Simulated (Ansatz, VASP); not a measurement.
# Two plane-wave programs on H

INCAR

```
  PREC = Accurate
  ENCUT = 400
  EDIFF = 1E-6
  ISMEAR = 0
  SIGMA = 0.02
  LREAL = F
  LASPH = T
  NELM = 120
  ALGO = Normal
  ISIF = 2
  LWAVE = F
  LCHARG = T
  GGA = PE
  IVDW = 12
  LELF = T
  LVHAR = T
  NBANDS = 8
  GGA_COMPAT = F
  NELMDL = -8
```

Contents of KPOINTS:

```
regular mesh
0
Gamma
  1 1 1
```

POSCAR

```
H
1.0
   10.0000000000      0.0000000000      0.0000000000
    0.0000000000     10.0000000000      0.0000000000
    0.0000000000      0.0000000000     10.0000000000
H
2
Direct
    0.5000000000      0.5000000000      0.4670000000
    0.5000000000      0.5000000000      0.5330000000
```

Input for Ansatz:

```yaml
crystal:
  lattice:
    - [10.0, 0.0, 0.0]
    - [0.0, 10.0, 0.0]
    - [0.0, 0.0, 10.0]
  atoms:
    - { symbol: H, position: [0.5, 0.5, 0.467] }
    - { symbol: H, position: [0.5, 0.5, 0.533] }
scf:
  occupations: { method: gaussian, width: 0.02 }
output:
  stress: false
  eigenvalues: true
kpoints:
  mp_grid: { grid: [1, 1, 1] }
hamiltonian:
  xc: pbe
  dispersion: d3bj
```

Alike in both runs: task single point; functional PBE; dispersion D3(BJ); k mesh 1 × 1 × 1; occupations gaussian, width 0.02 eV; no spin polarisation.

|  | VASP | Ansatz |
| --- | --- | --- |
| version | VASP 6.6.1 | Ansatz 0.2.0 |
| potentials or method | VASP PAW PBE potentials, release 64 (H) | scalar-relativistic, plane waves, PAW |
| plane-wave cutoff (eV) | 400 | 420 |
| valence electrons in the cell | 2 | 2 |

|  | VASP | Ansatz | Ansatz less VASP |
| --- | --- | --- | --- |
| gap on the k mesh at the Fermi level (eV) | 10.60 | 10.61 | +0.010 |
